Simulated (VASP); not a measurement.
Wanted: the native input for a VASP 6.6.1 run.

```yaml
Task: single point
Functional: PBE
Potentials_or_basis: VASP PAW PBE potentials, release 64 (Cd, S)
Cutoff: 520 eV
k_mesh: 3 × 3 × 2, shifted
Occupations: gaussian, width 0.01 eV
Spin: no spin polarisation
Dipole_correction: no
Further_INCAR_settings: ALGO = Normal; EDIFF = 1e-06; NBANDS = 26
```

The structure of CdS (Greenockite) lies in POSCAR:

```
CdS
1.0
    4.1603700000     -0.0465700000      0.0296900000
   -2.1205100000      3.6279500000      0.0337100000
    0.0482000000      0.0910300000      6.7392000000
Cd S
2 2
Direct
    0.3453000000      0.6535900000      0.9823600000
    0.6596500000      0.3350700000      0.4974300000
    0.3260000000      0.6738300000      0.3802100000
    0.6569500000      0.3183800000      0.8791400000
```

One way to write it, as run:

INCAR

```
  PREC = Accurate
  ENCUT = 520
  EDIFF = 1E-6
  ISMEAR = 0
  SIGMA = 0.01
  LREAL = False
  LASPH = True
  NELM = 100
  ALGO = Normal
  ISIF = 2
  LWAVE = False
  LCHARG = False
  GGA = PE
  NBANDS = 26
```

KPOINTS

```
Automatic mesh
0
Gamma
  3 3 2
  0 0 0.5
```

Potentials or basis: VASP PAW PBE potentials, release 64 (Cd, S).

Run with:

```bash
$ cat potpaw_PBE.64/Cd/POTCAR potpaw_PBE.64/S/POTCAR > POTCAR
$ mpirun -np 1 vasp_std > vasp.out
```

It gave:

```json
{
 "Pressure": "2.8 GPa",
 "Largest force": "0.808 eV/Å",
 "Band gap on the k mesh": "2.07 eV, direct"
}
```

Caveat: the k points lie up to 0.59 Å⁻¹ apart.

It used 22 s of CPU time on 1 thread of Intel Xeon 6975P-C, with other jobs on the host.
